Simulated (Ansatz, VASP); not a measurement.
**SnH2 in VASP and in Ansatz**

Contents of INCAR:

```
SYSTEM = SnH2
PREC = Accurate
ENCUT = 600
EDIFF = 1E-7
ISMEAR = 0
SIGMA = 0.1
LREAL = .FALSE.
LASPH = .TRUE.
NELM = 100
ALGO = Fast
ISIF = 3
LWAVE = .FALSE.
LCHARG = .FALSE.
GGA = PE
IBRION = 2
NSW = 80
EDIFFG = -0.025
```

Contents of KPOINTS:

```
Automatic mesh
0
G
  12 12 12
  0 0 0
```

File POSCAR:

```
SnH2
1.0
   -1.9545879061      1.9496246351      2.4877723871
    1.9545879061     -1.9496246351      2.4877723871
    1.9545879061      1.9496246351     -2.4877723871
Sn H
1 2
Direct
    0.0000000000      0.0000000000      0.0000000000
    0.2496795883      0.7496795883      0.5000000000
    0.7503204117      0.2503204117      0.5000000000
```

Input for Ansatz:

```yaml
crystal:
  lattice:
    - [-1.9545879061, 1.9496246351, 2.4877723871]
    - [1.9545879061, -1.9496246351, 2.4877723871]
    - [1.9545879061, 1.9496246351, -2.4877723871]
  atoms:
    - { symbol: Sn, position: [0.0, 0.0, 0.0] }
    - { symbol: H, position: [0.2496795883, 0.7496795883, 0.5] }
    - { symbol: H, position: [0.7503204117, 0.2503204117, 0.5] }
basis:
  ecutwfc: 420
kpoints:
  mp_grid: { grid: [12, 12, 12] }
hamiltonian:
  xc: pbe
scf:
  occupations: { method: gaussian, width: 0.1 }
output:
  forces: true
  stress: true
  eigenvalues: true
relax:
  adjacent_minimum: "off"
  f_tol: 0.025
  max_steps: 60
  cell: { stress_tol: 0.12 }
```

Alike in both runs: task relaxation of cell and atoms; functional PBE; k mesh 12 × 12 × 12; occupations gaussian, width 0.1 eV; no spin polarisation.

|  | VASP | Ansatz |
| --- | --- | --- |
| version | VASP 6.6.1 | Ansatz 0.2.0 |
| potentials or method | VASP PAW PBE potentials, release 64 (Sn_d, H), cutoff 600 eV | scalar-relativistic, plane waves, PAW |
| valence electrons in the cell | 16 | 16 |

```tsv
	VASP	Ansatz	Ansatz less VASP
gap on the k mesh at the Fermi level, each at its own relaxed structure (eV)	none	none	-
relaxed volume (Å³/atom)	13.07	13.07	-0.003
relaxed length of the cell vector where the two differ most in proportion (Å)	3.787	3.791	+0.0038
```

A gap of «none» marks a metal or a gap that the smearing closes.
